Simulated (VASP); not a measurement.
# AlN (P6_3mc) in VASP: further runs

Runs on AlN. Level: PBE. Tasks: single point.

Program: VASP 6.6.1. These are calculated values, not measurements. Logs are shortened: lines on timing, memory, paths and dates and some standing lists are left out, and cuts for length are marked.

## (1) The cell of the first run

It takes space group P6_3mc (No. 186, hexagonal). Conventional cell: a = 3.107 Å, b = 3.107 Å, c = 4.979 Å, α = 90.00°, β = 90.00°, γ = 120.00°. Within 2.5 Å of Al (site symmetry 3m) lie 4 N at 1.89 to 1.90 Å. N (site symmetry 3m) has 4 Al at 1.89 to 1.90 Å within 2.5 Å.

## (2) Single point, PBE

The input, INCAR:

```
PREC = Accurate
ENCUT = 520
EDIFF = 1E-7
ISMEAR = 0
SIGMA = 0.01
LREAL = False
LASPH = True
NELM = 80
ALGO = Normal
ISIF = 2
LWAVE = False
LCHARG = False
GGA = PE
NBANDS = 16
```

The input, KPOINTS:

```
Automatic mesh
0
Gamma
  6 6 2
```

The input, POSCAR:

```
AlN
1.0
    3.1066945046      0.0000000000      0.0000000000
   -1.5533472523      2.6904763628      0.0000000000
    0.0000000000      0.0000000000      4.9785885553
Al N
2 2
Direct
    0.3333333333      0.6666666667     -0.0007956040
    0.6666666667      0.3333333333      0.4992043960
    0.3333333333      0.6666666667      0.3807956040
    0.6666666667      0.3333333333      0.8807956040
```

Potentials or basis: VASP PAW PBE potentials, release 64 (Al, N).

Run with:

```
> cat potpaw_PBE.64/Al/POTCAR potpaw_PBE.64/N/POTCAR > POTCAR
> mpirun -np 1 vasp_std > vasp.out
```

OUTCAR:

```text
PREC = Accurate
   ENCUT = 520
   EDIFF = 1E-7
   ISMEAR = 0
   LREAL = False
   LASPH = True
   NELM = 80
   ISIF = 2
   GGA = PE

 ion  position               nearest neighbor table
   1  0.333  0.667  0.999-   4 1.89   4 1.89   4 1.89   3 1.90   2 3.07   2 3.07   2 3.07   2 3.07
                             2 3.07   2 3.07
   2  0.667  0.333  0.499-   3 1.89   3 1.89   3 1.89   4 1.90   1 3.07   1 3.07   1 3.07   1 3.07
                             1 3.07   1 3.07
   3  0.333  0.667  0.381-   2 1.89   2 1.89   2 1.89   1 1.90
   4  0.667  0.333  0.881-   1 1.89   1 1.89   1 1.89   2 1.90

  LATTYP: Found a hexagonal cell.
 ALAT       =     3.1066945046
 C/A-ratio  =     1.6025356043

  Lattice vectors:

 A1 = (   3.1066945046,   0.0000000000,   0.0000000000)
 A2 = (  -1.5533472523,   2.6904763628,   0.0000000000)
 A3 = (   0.0000000000,   0.0000000000,   4.9785885553)

Analysis of symmetry for initial positions (statically):
=====================================================================
 Subroutine PRICEL returns:
 Original cell was already a primitive cell.

 Routine SETGRP: Setting up the symmetry group for a
 hexagonal supercell.

 Subroutine GETGRP returns: Found 12 space group operations
 (whereof  6 operations were pure point group operations)
 out of a pool of 24 trial point group operations.

The static configuration has the point symmetry C_3v.
 The point group associated with its full space group is C_6v.

Analysis of symmetry for dynamics (positions and initial velocities):
=====================================================================
 Subroutine PRICEL returns:
 Original cell was already a primitive cell.

 Routine SETGRP: Setting up the symmetry group for a
 hexagonal supercell.

 Subroutine GETGRP returns: Found 12 space group operations
 (whereof  6 operations were pure point group operations)
 out of a pool of 24 trial point group operations.

The dynamic configuration has the point symmetry C_3v.
 The point group associated with its full space group is C_6v.

 Subroutine INISYM returns: Found 12 space group operations
 (whereof  6 operations are pure point group operations),
 and found     1 'primitive' translations

----------------------------------------------------------------------------------------

                                     Primitive cell

  volume of cell :      41.6135

  direct lattice vectors                    reciprocal lattice vectors
     3.106694505  0.000000000  0.000000000     0.321885528  0.185840696  0.000000000
    -1.553347252  2.690476363  0.000000000     0.000000000  0.371681392  0.000000000
     0.000000000  0.000000000  4.978588555     0.000000000  0.000000000  0.200860141

  length of vectors
     3.106694505  3.106694505  4.978588555     0.371681392  0.371681392  0.200860141

  position of ions in fractional coordinates (direct lattice)
     0.333333333  0.666666667  0.999204396
     0.666666667  0.333333333  0.499204396
     0.333333333  0.666666667  0.380795604
     0.666666667  0.333333333  0.880795604

  ion indices of the primitive-cell ions
   primitive index   ion index
                 1           1
                 2           2
                 3           3
                 4           4

----------------------------------------------------------------------------------------

 KPOINTS: Automatic mesh

Automatic generation of k-mesh.
 Grid dimensions read from file:
 generate k-points for:    6    6    2

 Generating k-lattice:

  Cartesian coordinates                     Fractional coordinates (reciprocal lattice)
     0.053647588  0.030973449  0.000000000     0.166666667  0.000000000  0.000000000
     0.000000000  0.061946899  0.000000000     0.000000000  0.166666667  0.000000000
     0.000000000  0.000000000  0.100430071     0.000000000  0.000000000  0.500000000

  Length of vectors
     0.061946899  0.061946899  0.100430071

  Shift w.r.t. Gamma in fractional coordinates (k-lattice)
     0.000000000  0.000000000  0.000000000

 Subroutine IBZKPT returns following result:
 ===========================================

 Found     14 irreducible k-points:

 Following reciprocal coordinates:
            Coordinates               Weight
  0.000000  0.000000  0.000000      1.000000
  0.166667 -0.000000  0.000000      6.000000
  0.333333 -0.000000  0.000000      6.000000
  0.500000 -0.000000  0.000000      3.000000
  0.166667  0.166667  0.000000      6.000000
  0.333333  0.166667  0.000000     12.000000
  0.333333  0.333333  0.000000      2.000000
  0.000000  0.000000  0.500000      1.000000
  0.166667 -0.000000  0.500000      6.000000
  0.333333 -0.000000  0.500000      6.000000
  0.500000 -0.000000  0.500000      3.000000
  0.166667  0.166667  0.500000      6.000000
  0.333333  0.166667  0.500000     12.000000
  0.333333  0.333333  0.500000      2.000000
   k-points           NKPTS =     14   k-points in BZ     NKDIM =     14   number of bands    NBANDS=     16
   number of dos      NEDOS =    301   number of ions     NIONS =      4
   total plane-waves  NPLWV =  23040
   dimension x,y,z NGX =    24 NGY =   24 NGZ =   40
   dimension x,y,z NGXF=    48 NGYF=   48 NGZF=   80
   ions per type =               2   2
   NGX,Y,Z   is equivalent  to a cutoff of  12.84, 12.84, 13.36 a.u.
   NGXF,Y,Z  is equivalent  to a cutoff of  25.69, 25.69, 26.71 a.u.
 SYSTEM =  unknown system
   PREC   = accura    normal or accurate (medium, high low for compatibility)
   ISTART =      0    job   : 0-new  1-cont  2-samecut
   ICHARG =      2    charge: 1-file 2-atom 10-const
   ISPIN  =      1    spin polarized calculation?
   LNONCOLLINEAR =      F non collinear calculations
   LSORBIT =      F    spin-orbit coupling
   LASPH  =      T    aspherical Exc in radial PAW
   ENCUT  =  520.0 eV  38.22 Ry    6.18 a.u.   5.78  5.78  9.26*2*pi/ulx,y,z
   NELM   =     80;   NELMIN=  2; NELMDL= -5     # of ELM steps
   EDIFF  = 0.1E-06   stopping-criterion for ELM
   LREAL  =      F    real-space projection
   EDIFFG = 0.1E-05   stopping-criterion for IOM
   NSW    =      0    number of steps for IOM
   IBRION =     -1    ionic relax: 0-MD 1-quasi-New 2-CG
   NFREE  =      0    steps in history (QN), initial steepest desc. (CG)
   ISIF   =      2    stress and relaxation
   ISYM   =      2    0-nonsym 1-usesym 2-fastsym
   POTIM  = 0.5000    time-step for ionic-motion
   TEBEG  =    0.0;   TEEND  =   0.0 temperature during run
   PSTRESS=    0.0 pullay stress
   NELECT =      16.0000    total number of electrons
   NUPDOWN=      -1.0000    fix difference up-down
   EMIN   =  10.00;   EMAX   =-10.00  energy-range for DOS
   EFERMI =   0.00;   METHOD = LEGACY
   ISMEAR =     0;   SIGMA  =   0.01  broadening in eV -4-tet -1-fermi 0-gaus
   EFERMI_NEDOS =   21; number of points for ismear=-14 and -15
   IALGO  =     38    algorithm
   IMIX   =      4    mixing-type and parameters
     AMIX     =   0.40;   BMIX     =  1.00
     AMIX_MAG =   1.60;   BMIX_MAG =  1.00
  volume/ion in A,a.u.               =      10.40        70.21
  Fermi-wavevector in a.u.,A,eV,Ry     =   1.190429  2.249585 19.281105  1.417121
  Thomas-Fermi vector in A             =   2.326514
   LORBIT       =      0    0 simple, 1 ext, 2 COOP (PROOUT), +10 PAW based schemes
   GGA     = PE    functional components
   LHFCALC =     F    Hartree Fock is set to
   AEXX    =    0.0000 exact exchange contribution
   IVDW    =     0    specifies the selected vdW correction
   LEPSILON=     F    determine dielectric tensor
   LRPA    =     F    only Hartree local field effects (RPA)
 non-spin polarized calculation
 Gauss-broadening in eV      SIGMA  =   0.01
  energy-cutoff  :      520.00
  volume of cell :       41.61
 maximum number of plane-waves:      1152
 NGX is ok and might be reduce to    24
   NGX = 11   NGY = 11   NGZ = 19

 number of electron      15.9999996 magnetization

 Free energy of the ion-electron system (eV)
  ---------------------------------------------------
  ext. energy  EPLUGINS =         0.00000000
  ---------------------------------------------------
  free energy    TOTEN  =       -29.76644246 eV

  energy without entropy =      -29.76644246  energy(sigma->0) =      -29.76644246

 E-fermi :   6.2294     XC(G=0): -10.9266

 val. band max:        6.1862346334   @ k =   0.0000   0.0000   0.0000
 cond. band min:      10.4296510022   @ k =   0.0000   0.0000   0.0000
 fundamental gap:      4.2434163688
 Fermi energy:         6.2294026904

 k-point     1 :       0.0000    0.0000    0.0000
  band No.  band energies     occupation
      1      -9.0205      2.00000
      2      -6.8657      2.00000
      3       0.1768      2.00000
      4       5.3272      2.00000
      5       5.3272      2.00000
      6       5.9762      2.00000
[... 8 lines left out ...]
     15      19.3683      0.00000
     16      19.3683      0.00000

 k-point     2 :       0.1667   -0.0000    0.0000
  band No.  band energies     occupation
      1      -8.6721      2.00000
      2      -6.6766      2.00000
      3       0.5944      2.00000
      4       3.9059      2.00000
      5       4.6883      2.00000
      6       4.9347      2.00000
[... 8 lines left out ...]
     15      18.5795      0.00000
     16      19.0132      0.00000

 k-point     3 :       0.3333   -0.0000    0.0000
  band No.  band energies     occupation
      1      -7.7722      2.00000
      2      -6.3407      2.00000
      3       1.6745      2.00000
      4       1.7510      2.00000
      5       2.8590      2.00000
      6       4.3442      2.00000
[... 8 lines left out ...]
     15      18.3146      0.00000
     16      20.6296      0.00000

 k-point     4 :       0.5000   -0.0000    0.0000
  band No.  band energies     occupation
      1      -7.0436      2.00000
      2      -6.3461      2.00000
      3       0.7255      2.00000
      4       2.0123      2.00000
      5       2.8369      2.00000
      6       4.0980      2.00000
[... 8 lines left out ...]
     15      19.0373      0.00000
     16      21.3679      0.00000

 k-point     5 :       0.1667    0.1667    0.0000
  band No.  band energies     occupation
      1      -8.0415      2.00000
      2      -6.4069      2.00000
      3       1.3818      2.00000
      4       2.8020      2.00000
      5       2.8029      2.00000
      6       4.4893      2.00000
[... 8 lines left out ...]
     15      18.7869      0.00000
     16      20.2591      0.00000

 k-point     6 :       0.3333    0.1667    0.0000
  band No.  band energies     occupation
      1      -7.1179      2.00000
      2      -6.2828      2.00000
      3       1.2193      2.00000
      4       2.2542      2.00000
      5       2.6922      2.00000
      6       3.3975      2.00000
[... 8 lines left out ...]
     15      18.6921      0.00000
     16      20.9565      0.00000

 k-point     7 :       0.3333    0.3333    0.0000
  band No.  band energies     occupation
      1      -6.5088      2.00000
      2      -6.5088      2.00000
      3       1.3588      2.00000
      4       2.3971      2.00000
      5       2.3971      2.00000
      6       3.7237      2.00000
[... 8 lines left out ...]
     15      19.2898      0.00000
     16      20.9303      0.00000

 k-point     8 :       0.0000    0.0000    0.5000
  band No.  band energies     occupation
      1      -8.1300      2.00000
      2      -8.1300      2.00000
      3       2.8491      2.00000
      4       2.8491      2.00000
      5       5.6422      2.00000
      6       5.6422      2.00000
[... 8 lines left out ...]
     15      17.6924      0.00000
     16      17.6924      0.00000

 k-point     9 :       0.1667   -0.0000    0.5000
  band No.  band energies     occupation
      1      -7.8303      2.00000
      2      -7.8303      2.00000
      3       2.6656      2.00000
      4       2.6656      2.00000
      5       4.8604      2.00000
      6       4.8604      2.00000
[... 8 lines left out ...]
     15      18.4428      0.00000
     16      18.4428      0.00000

 k-point    10 :       0.3333   -0.0000    0.5000
  band No.  band energies     occupation
      1      -7.1162      2.00000
      2      -7.1162      2.00000
      3       1.4271      2.00000
      4       1.4271      2.00000
      5       4.6215      2.00000
      6       4.6215      2.00000
[... 8 lines left out ...]
     15      19.3897      0.00000
     16      19.3897      0.00000

 k-point    11 :       0.5000   -0.0000    0.5000
  band No.  band energies     occupation
      1      -6.6688      2.00000
      2      -6.6688      2.00000
      3       0.5749      2.00000
      4       0.5749      2.00000
      5       4.7215      2.00000
      6       4.7215      2.00000
[... 8 lines left out ...]
     15      19.4842      0.00000
     16      19.4842      0.00000

 k-point    12 :       0.1667    0.1667    0.5000
  band No.  band energies     occupation
      1      -7.3164      2.00000
      2      -7.3164      2.00000
      3       1.9698      2.00000
      4       1.9698      2.00000
      5       4.3514      2.00000
      6       4.3514      2.00000
[... 8 lines left out ...]
     15      19.1671      0.00000
     16      19.1671      0.00000

 k-point    13 :       0.3333    0.1667    0.5000
  band No.  band energies     occupation
      1      -6.6892      2.00000
      2      -6.6892      2.00000
      3       1.0223      2.00000
      4       1.0223      2.00000
      5       3.5561      2.00000
      6       3.5561      2.00000
[... 8 lines left out ...]
     15      19.6832      0.00000
     16      19.6832      0.00000

 k-point    14 :       0.3333    0.3333    0.5000
  band No.  band energies     occupation
      1      -6.4624      2.00000
      2      -6.4624      2.00000
      3       1.3450      2.00000
      4       1.3450      2.00000
      5       2.3149      2.00000
      6       2.3149      2.00000
[... 8 lines left out ...]
     15      20.0378      0.00000
     16      20.0378      0.00000

------------------------ aborting loop because EDIFF is reached ----------------------------------------

  FORCE on cell =-STRESS in cart. coord.  units (eV):
  Direction    XX          YY          ZZ          XY          YZ          ZX
  --------------------------------------------------------------------------------------
  -------------------------------------------------------------------------------------
  Total        1.1419953      1.1419953      1.1112556      0.0000000      0.0000000      0.0000000
  in kB       43.9684261     43.9684261     42.7849065      0.0000000      0.0000000      0.0000000
  external PRESSURE =      43.5739195 kB  Pullay stress =       0.0000000 kB

 VOLUME and BASIS-vectors are now :
 -----------------------------------------------------------------------------
  energy-cutoff  :      520.00
  volume of cell :       41.61
      direct lattice vectors                 reciprocal lattice vectors
     3.106694505  0.000000000  0.000000000     0.321885528  0.185840696  0.000000000
    -1.553347252  2.690476363  0.000000000     0.000000000  0.371681392  0.000000000
     0.000000000  0.000000000  4.978588555     0.000000000  0.000000000  0.200860141

 POSITION                                       TOTAL-FORCE (eV/Angst)
 -----------------------------------------------------------------------------------
     -0.00000      1.79365      4.97463         0.000000     -0.000000     -0.010806
      1.55335      0.89683      2.48533        -0.000000      0.000000     -0.010806
     -0.00000      1.79365      1.89582        -0.000000     -0.000000      0.010806
      1.55335      0.89683      4.38512         0.000000     -0.000000      0.010806
 -----------------------------------------------------------------------------------
    total drift:                               -0.000000      0.000000     -0.000959

  FREE ENERGIE OF THE ION-ELECTRON SYSTEM (eV)
  ---------------------------------------------------
  free  energy   TOTEN  =       -29.7664424560 eV

  energy  without entropy=      -29.7664424560  energy(sigma->0) =      -29.76644246
```

Wall time 21 s (1 thread of AMD EPYC 7R13, shared host); peak memory 0.12 GiB.

What came out:

| Property | Result |
| --- | --- |
| Free energy | -29.7664 eV |
| Pressure | 4.4 GPa |
| Largest force | 0.011 eV/Å |
| Band gap on the k mesh | 4.24 eV, direct |

Forces in eV/Å, atoms in the order of the input:
```
Al   0.000  0.000 -0.011
Al   0.000  0.000 -0.011
N    0.000  0.000  0.011
N    0.000  0.000  0.011
```

Caveat: the k points lie up to 0.63 Å⁻¹ apart.

## (3) Single point, PBE (volume changed by +5%)

The input, INCAR:

```
SYSTEM = AlN
  PREC = Accurate
  ENCUT = 520
  EDIFF = 1E-6
  ISMEAR = 0
  SIGMA = 0.01
  LREAL = .FALSE.
  LASPH = .TRUE.
  NELM = 80
  ALGO = Normal
  ISIF = 2
  LWAVE = .FALSE.
  LCHARG = .FALSE.
  GGA = PE
  NBANDS = 16
```

The input, KPOINTS:

```
Automatic mesh
0
G
  6 6 2
  0 0 0
```

The input, POSCAR:

```
AlN
1.0
    3.1576329763      0.0000000000      0.0000000000
   -1.5788164881      2.7345903733      0.0000000000
    0.0000000000      0.0000000000      5.0602192697
Al N
2 2
Direct
    0.3333333333      0.6666666667     -0.0007956040
    0.6666666667      0.3333333333      0.4992043960
    0.3333333333      0.6666666667      0.3807956040
    0.6666666667      0.3333333333      0.8807956040
```

Potentials or basis: VASP PAW PBE potentials, release 64 (Al, N).

Run with:

```
> cat potpaw_PBE.64/Al/POTCAR potpaw_PBE.64/N/POTCAR > POTCAR
> mpirun -np 1 vasp_std > vasp.out
```

It took 21 s on 1 thread of AMD EPYC 7R13, shared host; peak memory 0.12 GiB.

Results (log left out):

```
Free energy            : -29.7604 eV
Pressure               : -5.0 GPa
Largest force          : 0.008 eV/Å
Band gap on the k mesh : 3.82 eV, direct
```

Forces in eV/Å, atoms in the order of the input:
```
Al   0.000  0.000  0.008
Al   0.000  0.000  0.008
N    0.000  0.000 -0.008
N    0.000  0.000 -0.008
```

Stress tensor (GPa, compression positive):
```
-5.20  0.00  0.00
 0.00 -5.20  0.00
 0.00  0.00 -4.71
```

Levels at points of the mesh, in eV from the valence-band top:
| k point | band 6 | band 7 | band 8 | band 9 | band 10 | band 11 |
| --- | --- | --- | --- | --- | --- | --- |
| (0.00, 0.00, 0.00) | -0.20 | -0.20 | 0.00 | 3.82 | 6.28 | 10.25 |
| (0.50, 0.00, 0.00) | -2.02 | -1.71 | -0.68 | 5.67 | 5.70 | 7.80 |
| (0.00, 0.00, 0.50) | -0.53 | -0.53 | -0.53 | 6.09 | 6.09 | 9.96 |
| (0.50, 0.00, 0.50) | -1.42 | -1.32 | -1.32 | 5.16 | 5.16 | 8.98 |

Caveat: the k points lie up to 0.62 Å⁻¹ apart.

(Part 1 of 2 ends here.)
